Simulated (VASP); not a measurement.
# Zn (P6_3/mmc) in VASP: further runs

Zn is run at these levels: PBE; tasks: single point.

Program: VASP 6.6.1. These are calculated values, not measurements. Logs are shortened: lines on timing, memory, paths and dates and some standing lists are left out, and cuts for length are marked.

### 1 The cell of the first run

The structure is hexagonal, space group P6_3/mmc (No. 194). Conventional cell: a = 2.614 Å, b = 2.614 Å, c = 4.718 Å, α = 90.00°, β = 90.00°, γ = 120.00°. Within 3.4 Å of Zn (site symmetry -6m2) lie 12 Zn at 2.61 to 2.80 Å.

### 2 Single point, PBE

INCAR

```
PREC = Accurate
ENCUT = 520
EDIFF = 1E-7
ISMEAR = -1
SIGMA = 0.1
LREAL = F
LASPH = T
NELM = 100
ALGO = Normal
ISIF = 2
LWAVE = F
LCHARG = F
GGA = PE
NBANDS = 19
```

KPOINTS

```
regular mesh
0
Gamma
  16 16 9
```

POSCAR

```
Zn
1.0
    2.6144535131      0.0000000000      0.0000000000
   -1.3072267565      2.2641831594      0.0000000000
    0.0000000000      0.0000000000      4.7178092746
Zn
2
Direct
    0.3333333333      0.6666666667      0.2500000000
    0.6666666667      0.3333333333      0.7500000000
```

Potentials or basis: VASP PAW PBE potentials, release 64 (Zn).

Run with:

```
> cat potpaw_PBE.64/Zn/POTCAR > POTCAR
> mpirun -np 1 vasp_std > vasp.out
```

OUTCAR:

```text
PREC = Accurate
   ENCUT = 520
   EDIFF = 1E-7
   ISMEAR = -1
   LREAL = F
   LASPH = T
   NELM = 100
   ISIF = 2
   GGA = PE

 ion  position               nearest neighbor table
   1  0.333  0.667  0.250-   2 2.80   2 2.80   2 2.80   2 2.80   2 2.80   2 2.80
   2  0.667  0.333  0.750-   1 2.80   1 2.80   1 2.80   1 2.80   1 2.80   1 2.80

  LATTYP: Found a hexagonal cell.
 ALAT       =     2.6144535131
 C/A-ratio  =     1.8045106754

  Lattice vectors:

 A1 = (   2.6144535131,   0.0000000000,   0.0000000000)
 A2 = (  -1.3072267565,   2.2641831594,   0.0000000000)
 A3 = (   0.0000000000,   0.0000000000,   4.7178092746)

Analysis of symmetry for initial positions (statically):
=====================================================================
 Subroutine PRICEL returns:
 Original cell was already a primitive cell.

 Routine SETGRP: Setting up the symmetry group for a
 hexagonal supercell.

 Subroutine GETGRP returns: Found 24 space group operations
 (whereof 12 operations were pure point group operations)
 out of a pool of 24 trial point group operations.

The static configuration has the point symmetry D_3d.
 The point group associated with its full space group is D_6h.

Analysis of symmetry for dynamics (positions and initial velocities):
=====================================================================
 Subroutine PRICEL returns:
 Original cell was already a primitive cell.

 Routine SETGRP: Setting up the symmetry group for a
 hexagonal supercell.

 Subroutine GETGRP returns: Found 24 space group operations
 (whereof 12 operations were pure point group operations)
 out of a pool of 24 trial point group operations.

The dynamic configuration has the point symmetry D_3d.
 The point group associated with its full space group is D_6h.

 Subroutine INISYM returns: Found 24 space group operations
 (whereof 12 operations are pure point group operations),
 and found     1 'primitive' translations

----------------------------------------------------------------------------------------

                                     Primitive cell

  volume of cell :      27.9276

  direct lattice vectors                    reciprocal lattice vectors
     2.614453513  0.000000000  0.000000000     0.382489111  0.220830191  0.000000000
    -1.307226756  2.264183159  0.000000000     0.000000000  0.441660382  0.000000000
     0.000000000  0.000000000  4.717809275     0.000000000  0.000000000  0.211962786

  length of vectors
     2.614453513  2.614453513  4.717809275     0.441660382  0.441660382  0.211962786

  position of ions in fractional coordinates (direct lattice)
     0.333333333  0.666666667  0.250000000
     0.666666667  0.333333333  0.750000000

  ion indices of the primitive-cell ions
   primitive index   ion index
                 1           1
                 2           2

----------------------------------------------------------------------------------------

 KPOINTS: regular mesh

Automatic generation of k-mesh.
 Grid dimensions read from file:
 generate k-points for:   16   16    9

 Generating k-lattice:

  Cartesian coordinates                     Fractional coordinates (reciprocal lattice)
     0.023905569  0.013801887  0.000000000     0.062500000  0.000000000  0.000000000
     0.000000000  0.027603774  0.000000000     0.000000000  0.062500000  0.000000000
     0.000000000  0.000000000  0.023551421     0.000000000  0.000000000  0.111111111

  Length of vectors
     0.027603774  0.027603774  0.023551421

  Shift w.r.t. Gamma in fractional coordinates (k-lattice)
     0.000000000  0.000000000  0.000000000

 Subroutine IBZKPT returns following result:
 ===========================================

 Found    150 irreducible k-points:

 Following reciprocal coordinates:
            Coordinates               Weight
  0.000000  0.000000  0.000000      1.000000
  0.062500  0.000000  0.000000      6.000000
  0.125000  0.000000  0.000000      6.000000
  0.187500  0.000000  0.000000      6.000000
  0.250000  0.000000  0.000000      6.000000
  0.312500  0.000000  0.000000      6.000000
[... 16 lines left out ...]
  0.187500  0.187500  0.000000      6.000000
  0.250000  0.187500  0.000000     12.000000
 [... further k-points ...]
   k-points           NKPTS =    150   k-points in BZ     NKDIM =    150   number of bands    NBANDS=     19
   number of dos      NEDOS =    301   number of ions     NIONS =      2
   total plane-waves  NPLWV =  14400
   dimension x,y,z NGX =    20 NGY =   20 NGZ =   36
   dimension x,y,z NGXF=    40 NGYF=   40 NGZF=   72
   ions per type =               2
   NGX,Y,Z   is equivalent  to a cutoff of  12.72, 12.72, 12.69 a.u.
   NGXF,Y,Z  is equivalent  to a cutoff of  25.43, 25.43, 25.37 a.u.
 SYSTEM =  unknown system
   PREC   = accura    normal or accurate (medium, high low for compatibility)
   ISTART =      0    job   : 0-new  1-cont  2-samecut
   ICHARG =      2    charge: 1-file 2-atom 10-const
   ISPIN  =      1    spin polarized calculation?
   LNONCOLLINEAR =      F non collinear calculations
   LSORBIT =      F    spin-orbit coupling
   LASPH  =      T    aspherical Exc in radial PAW
   ENCUT  =  520.0 eV  38.22 Ry    6.18 a.u.   4.86  4.86  8.77*2*pi/ulx,y,z
   NELM   =    100;   NELMIN=  2; NELMDL= -5     # of ELM steps
   EDIFF  = 0.1E-06   stopping-criterion for ELM
   LREAL  =      F    real-space projection
   EDIFFG = 0.1E-05   stopping-criterion for IOM
   NSW    =      0    number of steps for IOM
   IBRION =     -1    ionic relax: 0-MD 1-quasi-New 2-CG
   NFREE  =      0    steps in history (QN), initial steepest desc. (CG)
   ISIF   =      2    stress and relaxation
   ISYM   =      2    0-nonsym 1-usesym 2-fastsym
   POTIM  = 0.5000    time-step for ionic-motion
   TEBEG  =    0.0;   TEEND  =   0.0 temperature during run
   PSTRESS=    0.0 pullay stress
   NELECT =      24.0000    total number of electrons
   NUPDOWN=      -1.0000    fix difference up-down
   EMIN   =  10.00;   EMAX   =-10.00  energy-range for DOS
   EFERMI =   0.00;   METHOD = LEGACY
   ISMEAR =    -1;   SIGMA  =   0.10  broadening in eV -4-tet -1-fermi 0-gaus
   EFERMI_NEDOS =   21; number of points for ismear=-14 and -15
   IALGO  =     38    algorithm
   IMIX   =      4    mixing-type and parameters
     AMIX     =   0.40;   BMIX     =  1.00
     AMIX_MAG =   1.60;   BMIX_MAG =  1.00
  volume/ion in A,a.u.               =      13.96        94.23
  Fermi-wavevector in a.u.,A,eV,Ry     =   1.556447  2.941258 32.960478  2.422527
  Thomas-Fermi vector in A             =   2.660241
   LORBIT       =      0    0 simple, 1 ext, 2 COOP (PROOUT), +10 PAW based schemes
   GGA     = PE    functional components
   LHFCALC =     F    Hartree Fock is set to
   AEXX    =    0.0000 exact exchange contribution
   IVDW    =     0    specifies the selected vdW correction
   LEPSILON=     F    determine dielectric tensor
   LRPA    =     F    only Hartree local field effects (RPA)
 non-spin polarized calculation
  energy-cutoff  :      520.00
  volume of cell :       27.93
 maximum number of plane-waves:       770
 NGX is ok and might be reduce to    20
   NGX =  9   NGY =  9   NGZ = 17

 number of electron      24.0000006 magnetization

 Free energy of the ion-electron system (eV)
  ---------------------------------------------------
  ext. energy  EPLUGINS =         0.00000000
  ---------------------------------------------------
  free energy    TOTEN  =        -2.17876583 eV

  energy without entropy =       -2.17107905  energy(sigma->0) =       -2.17492244

 E-fermi :   3.8354     XC(G=0): -12.0115

 val. band max:        3.8341828735   @ k =   0.3750   0.0625   0.0000
 cond. band min:       3.8701228118   @ k =   0.3750   0.0000   0.0000
 fundamental gap:      0.0359399384
 Fermi energy:         3.8354449140

 k-point     1 :       0.0000    0.0000    0.0000
  band No.  band energies     occupation
      1      -7.3499      2.00000
      2      -5.2096      2.00000
      3      -4.3831      2.00000
      4      -4.1562      2.00000
      5      -4.1562      2.00000
      6      -4.0883      2.00000
[... 11 lines left out ...]
     18      23.4276      0.00000
     19      23.4276      0.00000

 k-point     2 :       0.0625    0.0000    0.0000
  band No.  band energies     occupation
      1      -7.2297      2.00000
      2      -5.1561      2.00000
      3      -4.3726      2.00000
      4      -4.1667      2.00000
      5      -4.1259      2.00000
      6      -4.1020      2.00000
[... 11 lines left out ...]
     18      23.0964      0.00000
     19      24.5964      0.00000

 k-point     3 :       0.1250    0.0000    0.0000
  band No.  band energies     occupation
      1      -6.8747      2.00000
      2      -5.0138      2.00000
      3      -4.3573      2.00000
      4      -4.1865      2.00000
      5      -4.1216      2.00000
      6      -4.0388      2.00000
[... 11 lines left out ...]
     18      22.2422      0.00000
     19      23.4095      0.00000

 k-point     4 :       0.1875    0.0000    0.0000
  band No.  band energies     occupation
      1      -6.3102      2.00000
      2      -4.8476      2.00000
      3      -4.3512      2.00000
      4      -4.2238      2.00000
      5      -4.1070      2.00000
      6      -4.0547      2.00000
[... 11 lines left out ...]
     18      20.3162      0.00000
     19      21.1499      0.00000

 k-point     5 :       0.2500    0.0000    0.0000
  band No.  band energies     occupation
      1      -5.6253      2.00000
      2      -4.7771      2.00000
      3      -4.3313      2.00000
      4      -4.2748      2.00000
      5      -4.2298      2.00000
      6      -3.9286      2.00000
[... 11 lines left out ...]
     18      19.6183      0.00000
     19      21.6197      0.00000

 k-point     6 :       0.3125    0.0000    0.0000
  band No.  band energies     occupation
      1      -5.1077      2.00000
      2      -4.8177      2.00000
      3      -4.5170      2.00000
      4      -4.1877      2.00000
      5      -4.0367      2.00000
      6      -4.0159      2.00000
[... 11 lines left out ...]
     18      19.1050      0.00000
     19      21.5803      0.00000

 k-point     7 :       0.3750    0.0000    0.0000
  band No.  band energies     occupation
      1      -4.9691      2.00000
      2      -4.8722      2.00000
      3      -4.6511      2.00000
      4      -4.0905      2.00000
      5      -4.0880      2.00000
      6      -4.0006      2.00000
[... 11 lines left out ...]
     18      18.7453      0.00000
     19      20.8018      0.00000

 k-point     8 :       0.4375    0.0000    0.0000
  band No.  band energies     occupation
      1      -4.9857      2.00000
      2      -4.8965      2.00000
      3      -4.7312      2.00000
      4      -4.1357      2.00000
      5      -4.0277      2.00000
      6      -4.0219      2.00000
[... 256 lines left out ...]
 k-point    20 :       0.3125    0.1250    0.0000
  band No.  band energies     occupation
      1      -4.7994      2.00000
      2      -4.7336      2.00000
      3      -4.6307      2.00000
      4      -4.1456      2.00000
      5      -4.0782      2.00000
      6      -4.0009      2.00000
[... 11 lines left out ...]
     18      17.5660      0.00000
     19      18.4428      0.00000

 k-point    21 :       0.3750    0.1250    0.0000
  band No.  band energies     occupation
      1      -4.8509      2.00000
      2      -4.7480      2.00000
      3      -4.6966      2.00000
      4      -4.1535      2.00000
      5      -4.0567      2.00000
      6      -4.0119      2.00000
[... 11 lines left out ...]
     18      17.1786      0.00000
     19      18.1174      0.00000

 k-point    22 :       0.4375    0.1250    0.0000
  band No.  band energies     occupation
      1      -4.8712      2.00000
      2      -4.7571      2.00000
      3      -4.7184      2.00000
      4      -4.1480      2.00000
      5      -4.0876      2.00000
      6      -3.9888      2.00000
[... 11 lines left out ...]
     18      17.0474      0.00000
     19      18.0089      0.00000

 k-point    23 :       0.1875    0.1875    0.0000
  band No.  band energies     occupation
      1      -4.7881      2.00000
      2      -4.5366      2.00000
      3      -4.4891      2.00000
      4      -4.4883      2.00000
      5      -4.1854      2.00000
      6      -4.1334      2.00000
[... 11 lines left out ...]
     18      16.4957      0.00000
     19      17.6314      0.00000

 k-point    24 :       0.2500    0.1875    0.0000
  band No.  band energies     occupation
      1      -4.6217      2.00000
      2      -4.5818      2.00000
      3      -4.5805      2.00000
      4      -4.2697      2.00000
      5      -4.1785      2.00000
      6      -4.1053      2.00000
[... 11 lines left out ...]
     18      15.6645      0.00000
     19      16.6393      0.00000

 [... further k-points ...]

------------------------ aborting loop because EDIFF is reached ----------------------------------------

  FORCE on cell =-STRESS in cart. coord.  units (eV):
  Direction    XX          YY          ZZ          XY          YZ          ZX
  --------------------------------------------------------------------------------------
  -------------------------------------------------------------------------------------
  Total        1.2602594      1.2602594      1.2269768      0.0000000      0.0000000      0.0000000
  in kB       72.2998979     72.2998979     70.3905059      0.0000000      0.0000000      0.0000000
  external PRESSURE =      71.6634339 kB  Pullay stress =       0.0000000 kB

 VOLUME and BASIS-vectors are now :
 -----------------------------------------------------------------------------
  energy-cutoff  :      520.00
  volume of cell :       27.93
      direct lattice vectors                 reciprocal lattice vectors
     2.614453513  0.000000000  0.000000000     0.382489111  0.220830191  0.000000000
    -1.307226756  2.264183159  0.000000000     0.000000000  0.441660382  0.000000000
     0.000000000  0.000000000  4.717809275     0.000000000  0.000000000  0.211962786

 POSITION                                       TOTAL-FORCE (eV/Angst)
 -----------------------------------------------------------------------------------
     -0.00000      1.50946      1.17945        -0.000000      0.000000      0.000000
      1.30723      0.75473      3.53836         0.000000     -0.000000      0.000000
 -----------------------------------------------------------------------------------
    total drift:                               -0.000000      0.000000     -0.000000

  FREE ENERGIE OF THE ION-ELECTRON SYSTEM (eV)
  ---------------------------------------------------
  free  energy   TOTEN  =        -2.1787658312 eV

  energy  without entropy=       -2.1710790499  energy(sigma->0) =       -2.17492244
```

It took 35 s on 1 thread of Intel Xeon 6975P-C (Granite Rapids), shared host; peak memory 0.18 GiB.

Results:

```yaml
Free_energy: -2.1788 eV
Pressure: 7.2 GPa
Band_gap_on_the_k_mesh: zero (band 12 reaches 5.32 eV, above the bottom of band 13 at 1.13 eV)
```

### 3 Single point, PBE

INCAR

```
SYSTEM = Zn
PREC = Accurate
ENCUT = 520
EDIFF = 1E-6
ISMEAR = -1
SIGMA = 0.1
LREAL = .FALSE.
LASPH = .TRUE.
NELM = 100
ALGO = Normal
ISIF = 2
LWAVE = .FALSE.
LCHARG = .TRUE.
GGA = PE
LELF = .TRUE.
LVHAR = .TRUE.
NBANDS = 19
```

KPOINTS

```
regular mesh
0
G
  16 16 9
  0 0 0
```

POSCAR is that of step 2.

Potentials or basis: VASP PAW PBE potentials, release 64 (Zn).

Run with:

```
> cat potpaw_PBE.64/Zn/POTCAR > POTCAR
> mpirun -np 1 vasp_std > vasp.out
```

Run time: 28 s. Hardware: 1 thread of Intel Xeon 6975P-C (Granite Rapids), shared host; peak memory 0.18 GiB.

It converged, with:

```
Free energy            : -2.1788 eV
Pressure               : 7.2 GPa
Band gap on the k mesh : zero (band 12 reaches 5.32 eV, above the bottom of band 13 at 1.13 eV)
```

Stress tensor (GPa, compression positive):
```
7.25 0.00 0.00
0.00 7.25 0.00
0.00 0.00 7.06
```

Levels at points of the mesh, in eV from the Fermi level:
```tsv
k point	band 8	band 9	band 10	band 11	band 12	band 13	band 14	band 15	band 16	band 17
(0.00, 0.00, 0.00)	-7.59	-7.59	-7.32	-7.32	-4.02	-2.71	15.36	17.88	17.88	18.74
(0.50, 0.00, 0.00)	-7.31	-7.14	-7.11	-3.30	-2.44	2.96	3.55	4.71	5.88	10.18
```
